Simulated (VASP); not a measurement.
Write the native input for VASP 6.6.1 that does the following.

* Task: single point
* Functional: PBE
* Potentials or basis: VASP PAW PBE potentials, release 64 (Lu)
* Cutoff: 520 eV
* k mesh: 15 × 15 × 15
* Occupations: fermi-dirac, width 0.08 eV
* Spin: no spin polarisation
* Dipole correction: no
* Further INCAR settings: ALGO = Normal; EDIFF = 1e-07; NBANDS = 18

The structure of Lu lies in POSCAR:

```
Lu
1.0
   -1.9499656895      1.9499656895      1.9499656895
    1.9499656895     -1.9499656895      1.9499656895
    1.9499656895      1.9499656895     -1.9499656895
Lu
1
Direct
    0.0000000000      0.0000000000      0.0000000000
```

These files were run (other wordings do the same):

INCAR

```
SYSTEM = Lu
  ALGO = Normal
  EDIFF = 1E-7
  ENCUT = 520
  GGA = PE
  ISIF = 2
  ISMEAR = -1
  LASPH = .True.
  LCHARG = .False.
  LREAL = .False.
  LWAVE = .False.
  NBANDS = 18
  NELM = 60
  PREC = Accurate
  SIGMA = 0.08
```

KPOINTS

```
k-points
0
Gamma
  15 15 15
  0 0 0
```

Potentials or basis: VASP PAW PBE potentials, release 64 (Lu).

Launch:

```console
$ cat potpaw_PBE.64/Lu/POTCAR > POTCAR
$ mpirun -np 1 vasp_std > vasp.out
```

It gave:

The pressure is 0.1 GPa.

It took 120 s on 1 thread of AMD EPYC 7R13 (shared host), peak memory 0.19 GiB.
